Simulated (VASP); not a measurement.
Runs of VASP 6.6.1 on Mo3C2. The structure is that of space group P-3m1 (No. 164), or close to it. The cells are those of the table. 

```tsv
cell	gap on the mesh (eV)	pressure (GPa)	largest force (eV/Å)
a = 2.993, b = 2.993, c = 7.233 Å, angles 90.0, 90.0, 120.0°, 5 atoms	none	1.4	0.16
a = 3.084, b = 3.084, c = 7.455 Å, angles 90.0, 90.0, 120.0°, 5 atoms	none	-24.7	0.73
a = 3.114, b = 3.114, c = 7.526 Å, angles 90.0, 90.0, 120.0°, 5 atoms	none	(a)	0.97
a = 3.024, b = 3.024, c = 7.309 Å, angles 90.0, 90.0, 120.0°, 5 atoms	none	-8.8	0.17
a = 3.054, b = 3.054, c = 7.382 Å, angles 90.0, 90.0, 120.0°, 5 atoms	none	-17.4	(b)
```

Alike in all rows: task single point; level LDA; potentials or basis VASP PAW LDA potentials, release 64 (Mo_sv, C); no spin polarisation; k mesh 9 × 9 × 3; cutoff (eV) 520; smearing fermi-dirac 0.15 eV.

Estimate the missing entries.

(a) -30.8; (b) 0.47.

A k mesh can miss the band edges, and the runs leave out spin-orbit coupling on Mo.

A gap of «none» marks levels without a gap at the run's occupations.
